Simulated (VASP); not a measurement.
# CoPtC4N4 (P-43m) in VASP: notebook

The runs below take CoPtC4N4 through single point, with PBE.

Program: VASP 6.6.1. These are calculated values, not measurements. Logs are shortened: lines on timing, memory, paths and dates and some standing lists are left out, and cuts for length are marked.

### Step 1. The cell of the first run

Symmetry: P-43m, No. 215, cubic system. Conventional cell: a = 5.883 Å, b = 5.883 Å, c = 5.883 Å, α = 90.00°, β = 90.00°, γ = 90.00°. Co (site symmetry -43m) has 4 C at 1.92 Å within 2.5 Å. Pt (site symmetry -43m) has 4 N at 2.01 Å within 2.7 Å. Within 1.6 Å of C (site symmetry 3m) lie 1 N at 1.17 Å. N (site symmetry 3m) has 1 C at 1.17 Å within 1.6 Å.

### Step 2. Single point, PBE, collinear spin, ferromagnetic start

INCAR reads:

```
PREC     = Accurate       # precision mode
ENCUT    = 520            # plane-wave cutoff, eV
EDIFF    = 1E-6           # SCF threshold, eV
ISMEAR   = 0              # smearing method
SIGMA    = 0.1            # smearing width, eV
LREAL    = F              # projectors in reciprocal space
LASPH    = T              # aspherical terms in the spheres
NELM     = 150            # most SCF steps
ALGO     = Normal         # electronic algorithm
ISIF     = 2              # what is computed and relaxed
LWAVE    = F              # write WAVECAR
LCHARG   = F              # write CHGCAR
ISPIN    = 2              # spin polarisation
MAGMOM   = 3 0 0 0 0 0 0 0 0 0 # initial moments
LORBIT   = 11             # projections on sites
LMAXMIX  = 4              # l up to which the mixer works
GGA      = PE             # functional
NBANDS   = 42             # bands
```

KPOINTS reads:

```
Automatic mesh
0
Gamma
  4 4 4
```

POSCAR reads:

```
CoPtC4N4
1.0
    5.8826218900      0.0000000000      0.0000000000
    0.0000000000      5.8826218900      0.0000000000
    0.0000000000      0.0000000000      5.8826218900
Co Pt C N
1 1 4 4
Direct
    0.0000000000      0.0000000000      0.0000000000
    0.5000000000      0.5000000000      0.5000000000
    0.1881440800      0.1881440800      0.1881440800
    0.1881440800      0.8118559200      0.8118559200
    0.8118559200      0.1881440800      0.8118559200
    0.8118559200      0.8118559200      0.1881440800
    0.3029738000      0.3029738000      0.3029738000
    0.3029738000      0.6970262000      0.6970262000
    0.6970262000      0.3029738000      0.6970262000
    0.6970262000      0.6970262000      0.3029738000
```

Potentials or basis: VASP PAW PBE potentials, release 64 (Co, Pt, C, N).

Launch:

```console
$ cat potpaw_PBE.64/Co/POTCAR potpaw_PBE.64/Pt/POTCAR potpaw_PBE.64/C/POTCAR potpaw_PBE.64/N/POTCAR > POTCAR
$ mpirun -np 1 vasp_std > vasp.out
```

OUTCAR:

```text
PREC = Accurate
   ENCUT = 520
   EDIFF = 1E-6
   ISMEAR = 0
   LREAL = F
   LASPH = T
   NELM = 150
   ISIF = 2
   ISPIN = 2
   LORBIT = 11
   GGA = PE

 ion  position               nearest neighbor table
   1  0.000  0.000  0.000-   3 1.92   4 1.92   5 1.92   6 1.92
   2  0.500  0.500  0.500-   7 2.01   8 2.01   9 2.01  10 2.01
   3  0.188  0.188  0.188-   7 1.17   1 1.92
   4  0.188  0.812  0.812-   8 1.17   1 1.92
   5  0.812  0.188  0.812-   9 1.17   1 1.92
   6  0.812  0.812  0.188-  10 1.17   1 1.92
   7  0.303  0.303  0.303-   3 1.17   2 2.01
   8  0.303  0.697  0.697-   4 1.17   2 2.01
   9  0.697  0.303  0.697-   5 1.17   2 2.01
  10  0.697  0.697  0.303-   6 1.17   2 2.01

  LATTYP: Found a simple cubic cell.
 ALAT       =     5.8826218900

  Lattice vectors:

 A1 = (   5.8826218900,   0.0000000000,   0.0000000000)
 A2 = (   0.0000000000,   5.8826218900,   0.0000000000)
 A3 = (   0.0000000000,   0.0000000000,   5.8826218900)

Analysis of symmetry for initial positions (statically):
=====================================================================
 Subroutine PRICEL returns:
 Original cell was already a primitive cell.

 Routine SETGRP: Setting up the symmetry group for a
 simple cubic supercell.

 Subroutine GETGRP returns: Found 24 space group operations
 (whereof 24 operations were pure point group operations)
 out of a pool of 48 trial point group operations.

The static configuration has the point symmetry T_d .

Analysis of symmetry for dynamics (positions and initial velocities):
=====================================================================
 Subroutine PRICEL returns:
 Original cell was already a primitive cell.

 Routine SETGRP: Setting up the symmetry group for a
 simple cubic supercell.

 Subroutine GETGRP returns: Found 24 space group operations
 (whereof 24 operations were pure point group operations)
 out of a pool of 48 trial point group operations.

The dynamic configuration has the point symmetry T_d .

Analysis of structural, dynamic, and magnetic symmetry:
=====================================================================
 Subroutine PRICEL returns:
 Original cell was already a primitive cell.

 Routine SETGRP: Setting up the symmetry group for a
 simple cubic supercell.

[... 152 lines left out ...]
  free energy    TOTEN  =       -75.56767796 eV

  energy without entropy =      -75.52090987  energy(sigma->0) =      -75.54429392

 E-fermi :  -0.5507     XC(G=0):  -7.3456

 val. band max:       -0.5553109744   @ k =   0.5000   0.5000   0.0000
 cond. band min:      -0.5493157759   @ k =   0.2500   0.2500   0.0000
 fundamental gap:      0.0059951985
 Fermi energy:        -0.5506992525

 spin component 1

 k-point     1 :       0.0000    0.0000    0.0000
  band No.  band energies     occupation
      1     -18.4844      1.00000
      2     -18.3507      1.00000
      3     -18.3507      1.00000
      4     -18.3507      1.00000
      5      -9.3777      1.00000
      6      -8.5755      1.00000
[... 409 lines left out ...]
     38       4.6982      0.00000
     39       5.8826      0.00000
 Fermi energy:        -0.5506992525

 spin component 2

 k-point     1 :       0.0000    0.0000    0.0000
  band No.  band energies     occupation
      1     -18.5052      1.00000
      2     -18.3715      1.00000
      3     -18.3715      1.00000
      4     -18.3715      1.00000
      5      -9.4734      1.00000
      6      -8.7698      1.00000
[... 409 lines left out ...]
     38       4.7056      0.00000
     39       5.5080      0.00000
 [bands above 39 left out]

------------------------ aborting loop because EDIFF is reached ----------------------------------------

  FORCE on cell =-STRESS in cart. coord.  units (eV):
  Direction    XX          YY          ZZ          XY          YZ          ZX
  --------------------------------------------------------------------------------------
  -------------------------------------------------------------------------------------
  Total        2.0913861      2.0913861      2.0913861     -0.0000000      0.0000000      0.0000000
  in kB       16.4600824     16.4600824     16.4600824     -0.0000000      0.0000000      0.0000000
  external PRESSURE =      16.4600824 kB  Pullay stress =       0.0000000 kB

 VOLUME and BASIS-vectors are now :
 -----------------------------------------------------------------------------
  energy-cutoff  :      520.00
  volume of cell :      203.57
      direct lattice vectors                 reciprocal lattice vectors
     5.882621890  0.000000000  0.000000000     0.169992228  0.000000000  0.000000000
     0.000000000  5.882621890  0.000000000     0.000000000  0.169992228  0.000000000
     0.000000000  0.000000000  5.882621890     0.000000000  0.000000000  0.169992228

 POSITION                                       TOTAL-FORCE (eV/Angst)
 -----------------------------------------------------------------------------------
      0.00000      0.00000      0.00000         0.000000      0.000000      0.000000
      2.94131      2.94131      2.94131         0.000000      0.000000      0.000000
      1.10678      1.10678      1.10678        -0.815922     -0.815922     -0.815922
      1.10678      4.77584      4.77584        -0.815922      0.815922      0.815922
      4.77584      1.10678      4.77584         0.815922     -0.815922      0.815922
      4.77584      4.77584      1.10678         0.815922      0.815922     -0.815922
      1.78228      1.78228      1.78228         0.395055      0.395055      0.395055
      1.78228      4.10034      4.10034         0.395055     -0.395055     -0.395055
      4.10034      1.78228      4.10034        -0.395055      0.395055     -0.395055
      4.10034      4.10034      1.78228        -0.395055     -0.395055      0.395055
 -----------------------------------------------------------------------------------
    total drift:                               -0.000000     -0.000000      0.000000

  FREE ENERGIE OF THE ION-ELECTRON SYSTEM (eV)
  ---------------------------------------------------
  free  energy   TOTEN  =       -75.5676779630 eV

  energy  without entropy=      -75.5209098741  energy(sigma->0) =      -75.54429392

 total charge

# of ion       s       p       d       tot
------------------------------------------
    1        0.486   0.665   7.165   8.315
    2        0.576   0.768   7.922   9.266
    3        0.963   1.617   0.000   2.580
    4        0.963   1.617   0.000   2.580
    5        0.963   1.617   0.000   2.580
    6        0.963   1.617   0.000   2.580
    7        1.294   2.587   0.000   3.881
    8        1.294   2.587   0.000   3.881
    9        1.294   2.587   0.000   3.881
   10        1.294   2.587   0.000   3.881
--------------------------------------------------
tot         10.092  18.247  15.087  43.426

 magnetization (x)

# of ion       s       p       d       tot
------------------------------------------
    1        0.010   0.118   1.761   1.889
    2       -0.004  -0.098  -0.824  -0.927
    3        0.010  -0.027   0.000  -0.017
    4        0.010  -0.027   0.000  -0.017
    5        0.010  -0.027   0.000  -0.017
    6        0.010  -0.027   0.000  -0.017
    7       -0.007   0.003   0.000  -0.004
    8       -0.007   0.003   0.000  -0.004
    9       -0.007   0.003   0.000  -0.004
   10       -0.007   0.003   0.000  -0.004
--------------------------------------------------
tot          0.019  -0.077   0.937   0.879
```

Wall time 6.3 min (1 thread of Intel Xeon Platinum 8259CL at 2.50GHz (Skylake/Cascade Lake), shared host); peak memory 0.48 GiB.

Results:

```
Free energy                                           : -75.5677 eV
Pressure                                              : 1.6 GPa
Largest force                                         : 1.413 eV/Å
Band gap on the k mesh                                : zero (filled and empty bands overlap)
Net moment                                            : 1.00 μB per cell
Site moments                                          : Co +1.89; Pt -0.93; C -0.02; N -0.00 μB
Valence electrons inside the program's atomic spheres : Co 8.31; Pt 9.27; C 2.58; N 3.88
```

Forces in eV/Å, atoms in the order of the input:
```
Co   0.000  0.000  0.000
Pt   0.000  0.000  0.000
C   -0.816 -0.816 -0.816
C   -0.816  0.816  0.816
C    0.816 -0.816  0.816
C    0.816  0.816 -0.816
N    0.395  0.395  0.395
N    0.395 -0.395 -0.395
N   -0.395  0.395 -0.395
N   -0.395 -0.395  0.395
```

Levels at points of the mesh, in eV from the Fermi level:
Spin up:
| k point | band 26 | band 27 | band 28 | band 29 | band 30 | band 31 |
| --- | --- | --- | --- | --- | --- | --- |
| (0.00, 0.00, 0.00) | -1.28 | -1.28 | -0.21 | -0.21 | -0.21 | 4.47 |
| (0.50, 0.00, 0.00) | -1.49 | -0.81 | 0.02 | 0.24 | 0.24 | 4.16 |
| (0.50, 0.50, 0.00) | -1.43 | -0.86 | 0.00 | 0.21 | 0.21 | 4.29 |
| (0.50, 0.50, 0.50) | -1.17 | -1.17 | -0.13 | -0.13 | -0.13 | 4.62 |
Spin down:
```csv
k point,band 24,band 25,band 26,band 27,band 28,band 29,band 30,band 31
"(0.00, 0.00, 0.00)",-0.87,-0.87,-0.81,-0.81,0.46,0.46,0.46,4.73
"(0.50, 0.00, 0.00)",-1.12,-0.88,-0.88,-0.35,0.61,0.75,0.75,4.46
"(0.50, 0.50, 0.00)",-1.13,-0.79,-0.79,-0.37,0.64,0.67,0.67,4.62
"(0.50, 0.50, 0.50)",-0.75,-0.75,-0.75,-0.75,0.49,0.49,0.49,4.90
```

Caveat: spin-orbit coupling is left out, which moves the levels of the heavy elements; a cell with one magnetic atom can't hold antiferromagnetic order, which such compounds often take; forces of over 1 eV/Å act on the atoms, so gaps and moduli don't describe the material at rest. With open d or f shells a metallic result of PBE can be an artefact of self-interaction; +U or a hybrid may open a gap.

(Part 1 of 2 ends here.)
